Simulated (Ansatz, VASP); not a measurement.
**One calculation of Ti2Co, two programs**

Contents of INCAR:

```
PREC = Accurate
ENCUT = 520
EDIFF = 1E-7
ISMEAR = 0
SIGMA = 0.1
LREAL = F
LASPH = T
NELM = 150
ALGO = Fast
ISIF = 2
LWAVE = F
LCHARG = F
ISPIN = 2
MAGMOM = 0 0 0 0 0.59 0.59
LORBIT = 11
LMAXMIX = 4
GGA = PS
NBANDS = 46
```

Contents of KPOINTS:

```
Automatic mesh
0
Gamma
  6 6 6
```

POSCAR

```
Ti2Co
1.0
    0.0000000000      3.3650000000      3.3650000000
    3.3650000000      0.0000000000      3.3650000000
    3.3650000000      3.3650000000      0.0000000000
Ti Co
4 2
Direct
    0.1250000000      0.1250000000      0.1250000000
    0.6250000000      0.1250000000      0.1250000000
    0.1250000000      0.1250000000      0.6250000000
    0.1250000000      0.6250000000      0.1250000000
    0.5000000000      0.5000000000      0.5000000000
    0.7500000000      0.7500000000      0.7500000000
```

Input for Ansatz:

```yaml
crystal:
  lattice:
    - [0.0, 3.365, 3.365]
    - [3.365, 0.0, 3.365]
    - [3.365, 3.365, 0.0]
  atoms:
    - { symbol: Ti, position: [0.125, 0.125, 0.125] }
    - { symbol: Ti, position: [0.625, 0.125, 0.125] }
    - { symbol: Ti, position: [0.125, 0.125, 0.625] }
    - { symbol: Ti, position: [0.125, 0.625, 0.125] }
    - { symbol: Co, position: [0.5, 0.5, 0.5], spin: 0.59 }
    - { symbol: Co, position: [0.75, 0.75, 0.75], spin: 0.59 }
basis:
  ecutwfc: 420
kpoints:
  mp_grid: { grid: [6, 6, 6] }
hamiltonian:
  xc: pbesol
scf:
  occupations: { method: gaussian, width: 0.1 }
output:
  forces: true
  stress: true
  eigenvalues: true
  populations: true
magnetization:
  spin_polarized: true
```

Alike in both runs: task single point; functional PBEsol; k mesh 6 × 6 × 6; occupations gaussian, width 0.1 eV; collinear spin.

|  | VASP | Ansatz |
| --- | --- | --- |
| version | VASP 6.6.1 | Ansatz 0.2.0 |
| potentials or method | VASP PAW PBE potentials, release 64 (Ti_sv, Co), cutoff 520 eV | scalar-relativistic, plane waves, PAW |
| valence electrons in the cell | 66 | 82 |

```tsv
	VASP	Ansatz	Ansatz less VASP
gap on the k mesh at the Fermi level (eV)	none	none	-
pressure (GPa)	16.2	16.3	+0.07
net moment per atom (μB)	0.22	0.22	+0.002
size of the moment on the site where the two differ most (μB)	0.56	0.59	+0.027
```

VASP's potentials were made for PBE, not for PBEsol. Site moments also hang on the region over which each program counts them. A gap of «none» marks a metal or a gap that the smearing closes. The functional is the same, so the differences come from potentials, cutoffs and numerics. VASP's potentials hold 66 valence electrons a cell and Ansatz's 82, so a difference there can come from the potentials and not from the codes.
